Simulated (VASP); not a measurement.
# TePt (P6_3/mmc) in VASP: a series of runs

The runs below take TePt through single point, with PBEsol.

Program: VASP 6.6.1. These are calculated values, not measurements. Logs are shortened: lines on timing, memory, paths and dates and some standing lists are left out, and cuts for length are marked.

**1. The cell of the first run**

Symmetry: P6_3/mmc, No. 194, hexagonal system. Conventional cell: a = 4.111 Å, b = 4.111 Å, c = 5.882 Å, α = 90.00°, β = 90.00°, γ = 120.00°. Te (site symmetry -6m2) has 6 Pt at 2.79 Å and 6 Te at 3.78 Å within 3.8 Å. Pt (site symmetry -3m) has 6 Te at 2.79 Å and 2 Pt at 2.94 Å within 3.7 Å.

**2. Single point, PBEsol (strain +0.000 along x and y, +0.080 along z)**

File INCAR:

```
SYSTEM = TePt
  PREC = Accurate
  ENCUT = 520
  EDIFF = 1E-7
  ISMEAR = 0
  SIGMA = 0.15
  LREAL = .False.
  LASPH = .True.
  NELM = 60
  ALGO = Normal
  ISIF = 2
  LWAVE = .False.
  LCHARG = .True.
  GGA = PS
  LELF = .True.
  LVHAR = .True.
  NBANDS = 24
```

File KPOINTS:

```
Automatic mesh
0
Gamma
  12 12 10
  0 0 0
```

File POSCAR:

```
TePt
1.0
    4.1109998117      0.0000000000      0.0000000000
   -2.0554999058      3.5602302719      0.0000000000
    0.0000000000      0.0000000000      5.8816800000
Te Pt
2 2
Direct
    0.3333333333      0.6666666667      0.2500000000
    0.6666666667      0.3333333333      0.7500000000
    0.0000000000      0.0000000000      0.0000000000
    0.0000000000      0.0000000000      0.5000000000
```

Potentials or basis: VASP PAW PBE potentials, release 64 (Te, Pt).

The run is started by

```
$ cat potpaw_PBE.64/Te/POTCAR potpaw_PBE.64/Pt/POTCAR > POTCAR
$ mpirun -np 1 vasp_std > vasp.out
```

OUTCAR:

```text
SYSTEM = TePt
   PREC = Accurate
   ENCUT = 520
   EDIFF = 1E-7
   ISMEAR = 0
   LREAL = .False.
   LASPH = .True.
   NELM = 60
   ISIF = 2
   GGA = PS

 ion  position               nearest neighbor table
   1  0.333  0.667  0.250-   3 2.79   4 2.79   3 2.79   4 2.79   3 2.79   4 2.79
   2  0.667  0.333  0.750-   3 2.79   4 2.79   3 2.79   4 2.79   3 2.79   4 2.79
   3  0.000  0.000  0.000-   1 2.79   2 2.79   1 2.79   2 2.79   2 2.79   1 2.79   4 2.94   4 2.94

   4  0.000  0.000  0.500-   1 2.79   2 2.79   1 2.79   2 2.79   2 2.79   1 2.79   3 2.94   3 2.94

  LATTYP: Found a hexagonal cell.
 ALAT       =     4.1109998117
 C/A-ratio  =     1.4307176525

  Lattice vectors:

 A1 = (   4.1109998117,   0.0000000000,   0.0000000000)
 A2 = (  -2.0554999058,   3.5602302719,   0.0000000000)
 A3 = (   0.0000000000,   0.0000000000,   5.8816800000)

Analysis of symmetry for initial positions (statically):
=====================================================================
 Subroutine PRICEL returns:
 Original cell was already a primitive cell.

 Routine SETGRP: Setting up the symmetry group for a
 hexagonal supercell.

 Subroutine GETGRP returns: Found 24 space group operations
 (whereof 12 operations were pure point group operations)
 out of a pool of 24 trial point group operations.

The static configuration has the point symmetry D_3d.
 The point group associated with its full space group is D_6h.

Analysis of symmetry for dynamics (positions and initial velocities):
=====================================================================
 Subroutine PRICEL returns:
 Original cell was already a primitive cell.

 Routine SETGRP: Setting up the symmetry group for a
 hexagonal supercell.

 Subroutine GETGRP returns: Found 24 space group operations
 (whereof 12 operations were pure point group operations)
 out of a pool of 24 trial point group operations.

The dynamic configuration has the point symmetry D_3d.
 The point group associated with its full space group is D_6h.

 Subroutine INISYM returns: Found 24 space group operations
 (whereof 12 operations are pure point group operations),
 and found     1 'primitive' translations

----------------------------------------------------------------------------------------

                                     Primitive cell

  volume of cell :      86.0849

  direct lattice vectors                    reciprocal lattice vectors
     4.110999812  0.000000000  0.000000000     0.243249829  0.140440354  0.000000000
    -2.055499906  3.560230272  0.000000000     0.000000000  0.280880708  0.000000000
     0.000000000  0.000000000  5.881680000     0.000000000  0.000000000  0.170019450

  length of vectors
     4.110999812  4.110999812  5.881680000     0.280880708  0.280880708  0.170019450

  position of ions in fractional coordinates (direct lattice)
     0.333333333  0.666666667  0.250000000
     0.666666667  0.333333333  0.750000000
     0.000000000  0.000000000  0.000000000
     0.000000000  0.000000000  0.500000000

  ion indices of the primitive-cell ions
   primitive index   ion index
                 1           1
                 2           2
                 3           3
                 4           4

----------------------------------------------------------------------------------------

 KPOINTS: Automatic mesh

Automatic generation of k-mesh.
 Grid dimensions read from file:
 generate k-points for:   12   12   10

 Generating k-lattice:

  Cartesian coordinates                     Fractional coordinates (reciprocal lattice)
     0.020270819  0.011703363  0.000000000     0.083333333 -0.000000000  0.000000000
     0.000000000  0.023406726  0.000000000     0.000000000  0.083333333  0.000000000
     0.000000000  0.000000000  0.017001945     0.000000000  0.000000000  0.100000000

  Length of vectors
     0.023406726  0.023406726  0.017001945

  Shift w.r.t. Gamma in fractional coordinates (k-lattice)
     0.000000000  0.000000000  0.000000000

 Subroutine IBZKPT returns following result:
 ===========================================

 Found    114 irreducible k-points:

 Following reciprocal coordinates:
            Coordinates               Weight
  0.000000  0.000000  0.000000      1.000000
  0.083333 -0.000000  0.000000      6.000000
  0.166667 -0.000000  0.000000      6.000000
  0.250000 -0.000000  0.000000      6.000000
  0.333333 -0.000000  0.000000      6.000000
  0.416667 -0.000000  0.000000      6.000000
[... 16 lines left out ...]
  0.250000 -0.000000  0.100000     12.000000
  0.333333 -0.000000  0.100000     12.000000
 [... further k-points ...]
   k-points           NKPTS =    114   k-points in BZ     NKDIM =    114   number of bands    NBANDS=     24
   number of dos      NEDOS =    301   number of ions     NIONS =      4
   total plane-waves  NPLWV =  49152
   dimension x,y,z NGX =    32 NGY =   32 NGZ =   48
   dimension x,y,z NGXF=    64 NGYF=   64 NGZF=   96
   ions per type =               2   2
   NGX,Y,Z   is equivalent  to a cutoff of  12.94, 12.94, 13.57 a.u.
   NGXF,Y,Z  is equivalent  to a cutoff of  25.88, 25.88, 27.13 a.u.
 SYSTEM =  TePt
   PREC   = accura    normal or accurate (medium, high low for compatibility)
   ISTART =      0    job   : 0-new  1-cont  2-samecut
   ICHARG =      2    charge: 1-file 2-atom 10-const
   ISPIN  =      1    spin polarized calculation?
   LNONCOLLINEAR =      F non collinear calculations
   LSORBIT =      F    spin-orbit coupling
   LASPH  =      T    aspherical Exc in radial PAW
   ENCUT  =  520.0 eV  38.22 Ry    6.18 a.u.   7.64  7.64 10.94*2*pi/ulx,y,z
   NELM   =     60;   NELMIN=  2; NELMDL= -5     # of ELM steps
   EDIFF  = 0.1E-06   stopping-criterion for ELM
   LREAL  =      F    real-space projection
   EDIFFG = 0.1E-05   stopping-criterion for IOM
   NSW    =      0    number of steps for IOM
   IBRION =     -1    ionic relax: 0-MD 1-quasi-New 2-CG
   NFREE  =      0    steps in history (QN), initial steepest desc. (CG)
   ISIF   =      2    stress and relaxation
   ISYM   =      2    0-nonsym 1-usesym 2-fastsym
   POTIM  = 0.5000    time-step for ionic-motion
   TEBEG  =    0.0;   TEEND  =   0.0 temperature during run
   PSTRESS=    0.0 pullay stress
   NELECT =      32.0000    total number of electrons
   NUPDOWN=      -1.0000    fix difference up-down
   EMIN   =  10.00;   EMAX   =-10.00  energy-range for DOS
   EFERMI =   0.00;   METHOD = LEGACY
   ISMEAR =     0;   SIGMA  =   0.15  broadening in eV -4-tet -1-fermi 0-gaus
   EFERMI_NEDOS =   21; number of points for ismear=-14 and -15
   IALGO  =     38    algorithm
   IMIX   =      4    mixing-type and parameters
     AMIX     =   0.40;   BMIX     =  1.00
     AMIX_MAG =   1.60;   BMIX_MAG =  1.00
  volume/ion in A,a.u.               =      21.52       145.23
  Fermi-wavevector in a.u.,A,eV,Ry     =   1.177107  2.224409 18.851964  1.385580
  Thomas-Fermi vector in A             =   2.313459
   LORBIT       =      0    0 simple, 1 ext, 2 COOP (PROOUT), +10 PAW based schemes
   GGA     = PS    functional components
   LHFCALC =     F    Hartree Fock is set to
   AEXX    =    0.0000 exact exchange contribution
   IVDW    =     0    specifies the selected vdW correction
   LEPSILON=     F    determine dielectric tensor
   LRPA    =     F    only Hartree local field effects (RPA)
 non-spin polarized calculation
 Gauss-broadening in eV      SIGMA  =   0.15
  energy-cutoff  :      520.00
  volume of cell :       86.08
 maximum number of plane-waves:      2338
 NGX is ok and might be reduce to    32
   NGX = 15   NGY = 15   NGZ = 21

 number of electron      31.9999997 magnetization

 Free energy of the ion-electron system (eV)
  ---------------------------------------------------
  ext. energy  EPLUGINS =         0.00000000
  ---------------------------------------------------
  free energy    TOTEN  =       -21.73053769 eV

  energy without entropy =      -21.70976842  energy(sigma->0) =      -21.72015306

 E-fermi :   9.4180     XC(G=0): -11.3490

 val. band max:        9.4170940528   @ k =   0.2500   0.1667   0.2000
 cond. band min:       9.4223035114   @ k =   0.0833   0.0833   0.5000
 fundamental gap:      0.0052094586
 Fermi energy:         9.4180318649

 k-point     1 :       0.0000    0.0000    0.0000
  band No.  band energies     occupation
      1      -4.6261      2.00000
      2      -2.2021      2.00000
      3       1.9549      2.00000
      4       3.5166      2.00000
      5       3.5166      2.00000
      6       4.3541      2.00000
[... 16 lines left out ...]
     23      17.0576      0.00000
     24      17.0576      0.00000

 k-point     2 :       0.0833   -0.0000    0.0000
  band No.  band energies     occupation
      1      -4.5539      2.00000
      2      -2.2236      2.00000
      3       2.0529      2.00000
      4       3.5388      2.00000
      5       3.5762      2.00000
      6       4.3111      2.00000
[... 16 lines left out ...]
     23      15.7321      0.00000
     24      16.6794      0.00000

 k-point     3 :       0.1667   -0.0000    0.0000
  band No.  band energies     occupation
      1      -4.3430      2.00000
      2      -2.2833      2.00000
      3       2.3412      2.00000
      4       3.5932      2.00000
      5       3.7413      2.00000
      6       4.0925      2.00000
[... 16 lines left out ...]
     23      15.5440      0.00000
     24      15.9193      0.00000
[... 514 lines left out ...]
 k-point    23 :       0.2500   -0.0000    0.1000
  band No.  band energies     occupation
      1      -3.9806      2.00000
      2      -2.4233      2.00000
      3       2.7738      2.00000
      4       3.4592      2.00000
      5       3.6788      2.00000
      6       4.1307      2.00000
[... 16 lines left out ...]
     23      15.7646      0.00000
     24      16.4050      0.00000

 k-point    24 :       0.3333   -0.0000    0.1000
  band No.  band energies     occupation
      1      -3.5770      2.00000
      2      -2.5073      2.00000
      3       2.6092      2.00000
      4       3.2406      2.00000
      5       3.6951      2.00000
      6       4.4428      2.00000
[... 16 lines left out ...]
     23      16.2963      0.00000
     24      17.3137      0.00000

 [... further k-points ...]

------------------------ aborting loop because EDIFF is reached ----------------------------------------

  FORCE on cell =-STRESS in cart. coord.  units (eV):
  Direction    XX          YY          ZZ          XY          YZ          ZX
  --------------------------------------------------------------------------------------
  -------------------------------------------------------------------------------------
  Total        0.7355285      0.7355285     -2.9426019      0.0000000     -0.0000000      0.0000000
  in kB       13.6893595     13.6893595    -54.7665221      0.0000000     -0.0000000      0.0000000
  external PRESSURE =      -9.1292677 kB  Pullay stress =       0.0000000 kB

 VOLUME and BASIS-vectors are now :
 -----------------------------------------------------------------------------
  energy-cutoff  :      520.00
  volume of cell :       86.08
      direct lattice vectors                 reciprocal lattice vectors
     4.110999812  0.000000000  0.000000000     0.243249829  0.140440354  0.000000000
    -2.055499906  3.560230272  0.000000000     0.000000000  0.280880708  0.000000000
     0.000000000  0.000000000  5.881680000     0.000000000  0.000000000  0.170019450

 POSITION                                       TOTAL-FORCE (eV/Angst)
 -----------------------------------------------------------------------------------
     -0.00000      2.37349      1.47042         0.000000      0.000000      0.000000
      2.05550      1.18674      4.41126         0.000000      0.000000      0.000000
      0.00000      0.00000      0.00000        -0.000000      0.000000      0.000000
      0.00000      0.00000      2.94084        -0.000000      0.000000      0.000000
 -----------------------------------------------------------------------------------
    total drift:                               -0.000000      0.000000     -0.000000

  FREE ENERGIE OF THE ION-ELECTRON SYSTEM (eV)
  ---------------------------------------------------
  free  energy   TOTEN  =       -21.7305376862 eV

  energy  without entropy=      -21.7097684248  energy(sigma->0) =      -21.72015306
```

Run time: 2.2 min. Hardware: 1 thread of AMD EPYC 9R45 (Zen 5), shared host; peak memory 0.33 GiB.

What came out:

```yaml
Free_energy: -21.7305 eV
Pressure: -0.9 GPa
Band_gap_on_the_k_mesh: zero (bands 16 and 17 overlap by 1.26 eV)
```

Caveat: the cell differs from its parent crystal (strain +0.000 along x and y, +0.080 along z); the stress differs along the axes, from -5 to 1 GPa; the PAW data sets were made with another functional, which shifts forces and pressure a little; spin-orbit coupling is left out, which moves the levels of the heavy elements.

(Part 1 of 2 ends here.)
